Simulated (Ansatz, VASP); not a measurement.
# K3OF: VASP beside Ansatz

```xyz
5
Lattice="5.1292 0.0000 0.0000 0.0000 5.1292 0.0000 0.0000 0.0000 5.1292" Properties=species:S:1:pos:R:3 pbc="T T T"
F     0.0000    0.0000    0.0000
O     2.5646    2.5646    2.5646
K     2.5646    2.5646    0.0000
K     2.5646    0.0000    2.5646
K     0.0000    2.5646    2.5646
```

Alike in both runs: task single point; functional PBE; k mesh 4 × 4 × 4; no spin polarisation.

|  | VASP | Ansatz |
| --- | --- | --- |
| version | VASP 6.6.1 | Ansatz 0.2.0 |
| potentials or method | VASP PAW PBE potentials, release 64 (F, O, K_sv) | plane waves, PAW |
| plane-wave cutoff (eV) | 520 | 420 |
| occupations | gaussian, width 0.01 eV | fixed |
| valence electrons in the cell | 40 | 40 |

```csv
,VASP,Ansatz,Ansatz less VASP
gap on the k mesh at the Fermi level (eV),0.87,0.88,+0.011
pressure (GPa),0.1,0.0,-0.05
```
